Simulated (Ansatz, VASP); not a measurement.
Two plane-wave programs on C

```
C
1.0
     1.18336    0.68322   10.51022
    -1.18336    0.68322   10.51022
     0.00000   -1.36643   10.51022
C
10
Direct
  0.02482 0.02482 0.02482
  0.97518 0.97518 0.97518
  0.10870 0.10870 0.10870
  0.89130 0.89130 0.89130
  0.15837 0.15837 0.15837
  0.84163 0.84163 0.84163
  0.37486 0.37486 0.37486
  0.62514 0.62514 0.62514
  0.42532 0.42532 0.42532
  0.57468 0.57468 0.57468
```

Change from the starting cell: strain -0.050 along x and y, +0.025 along z, atoms carried along.

Alike in both runs: task single point; functional LDA; k mesh 12 × 12 × 12; occupations gaussian, width 0.05 eV; no spin polarisation.

```csv
,VASP,Ansatz
version,VASP 6.6.1,Ansatz 0.2.0
potentials or method,"VASP PAW LDA potentials, release 64 (C), cutoff 520 eV","scalar-relativistic, plane waves, PAW"
valence electrons in the cell,40,40
```

|  | VASP | Ansatz | Ansatz less VASP |
| --- | --- | --- | --- |
| gap on the k mesh at the Fermi level (eV) | 3.59 | 3.59 | +0.001 |
| least direct gap on the mesh (eV) | 3.59 | 3.59 | +0.001 |
| pressure (GPa) | 47.7 | 45.7 | -2.01 |
| traceless stress, the component that is largest in VASP (GPa) | -73.10 | -72.73 | +0.370 |
| rms of the force components (eV/Å) | 0.238 | 0.223 | -0.0154 |

LDA's correlation is that of Perdew and Zunger in VASP and of Perdew and Wang (1992) in Ansatz. Atom by atom the forces differ by 0.015 eV/Å (rms over components). Both programs put the cell under a high pressure, so it lies far from rest at this level.
